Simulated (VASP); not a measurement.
Input of a VASP 6.6.1 run:

POSCAR

```
Hg
1.0
    2.0783143013      1.1999153213      1.9747811108
   -2.0783143013      1.1999153213      1.9747811108
    0.0000000000     -2.3998306426      1.9747811107
Hg
1
Direct
    0.0000000000      0.0000000000      0.0000000000
```

The input INCAR.step1:

```
SYSTEM = Hg
PREC = Accurate
ENCUT = 520
EDIFF = 1E-5
ISMEAR = -1
SIGMA = 0.1
LREAL = .FALSE.
LASPH = .TRUE.
NELM = 80
ALGO = Normal
ISIF = 2
LWAVE = .TRUE.
GGA = PE
NBANDS = 12
```

Contents of INCAR.step2:

```
SYSTEM = Hg
PREC = Accurate
ENCUT = 520
EDIFF = 1E-6
ISMEAR = -1
SIGMA = 0.1
LREAL = .FALSE.
LASPH = .TRUE.
NELM = 80
ALGO = Normal
ISIF = 2
LWAVE = .FALSE.
LCHARG = .TRUE.
GGA = PE
LHFCALC = .TRUE.
HFSCREEN = 0.2079
PRECFOCK = Normal
LELF = .TRUE.
LVHAR = .TRUE.
ISTART = 1
NBANDS = 12
```

File KPOINTS:

```
Automatic mesh
0
G
  5 5 5
  0 0 0
```

Potentials or basis: VASP PAW PBE potentials, release 64 (Hg).

Run with:

```console
$ cat potpaw_PBE.64/Hg/POTCAR > POTCAR
$ cp INCAR.step1 INCAR
$ mpirun -np 1 vasp_std > vasp.out
$ cp INCAR.step2 INCAR
$ mpirun -np 1 vasp_std > vasp.out
```

(1) Predict the pressure.

(2) What does it give for the band gap on the k mesh?

## Answers

(1) -0.9 GPa.

(2) zero (bands 6 and 7 overlap by 0.71 eV).

Caveat: the k points lie up to 0.41 Å⁻¹ apart, too coarse for converged energies and pressures of a metal; the PAW data sets were made with another functional, which shifts forces and pressure a little; spin-orbit coupling is left out, which moves the levels of the heavy elements.
